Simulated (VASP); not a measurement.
Input of a VASP 6.6.1 run:

INCAR

```
PREC = Accurate
ENCUT = 520
EDIFF = 1E-6
ISMEAR = -1
SIGMA = 0.05
LREAL = False
LASPH = True
NELM = 60
ALGO = Normal
ISIF = 2
LWAVE = False
LCHARG = False
GGA = B5
ALDAX = 1.0
AGGAX = 1.0
AGGAC = 1.0
ALDAC = 0.0
NBANDS = 15
```

File KPOINTS:

```
regular mesh
0
Gamma
  8 8 4
```

POSCAR

```
MgI2
1.0
    4.3114684178      0.0000000000      0.0000000000
   -2.1557342089      3.7338411774      0.0000000000
    0.0000000000      0.0000000000      9.8105828016
I Mg
2 1
Direct
    0.6666666667      0.3333333333      0.8295386151
    0.3333333333      0.6666666667      0.1704613849
    0.0000000000      0.0000000000      0.0000000000
```

Potentials or basis: VASP PAW PBE potentials, release 64 (I, Mg).

The run is started by

```bash
$ cat potpaw_PBE.64/I/POTCAR potpaw_PBE.64/Mg/POTCAR > POTCAR
$ mpirun -np 1 vasp_std > vasp.out
```

(1) What does it give for the band gap on the k mesh?

(2) What does it give for the pressure?

Answers

(1) 3.62 eV, indirect (least direct gap 3.73 eV).

(2) 0.0 GPa.

Caveat: the PAW data sets were made with another functional, which shifts forces and pressure a little; spin-orbit coupling is left out, which moves the levels of the heavy elements.
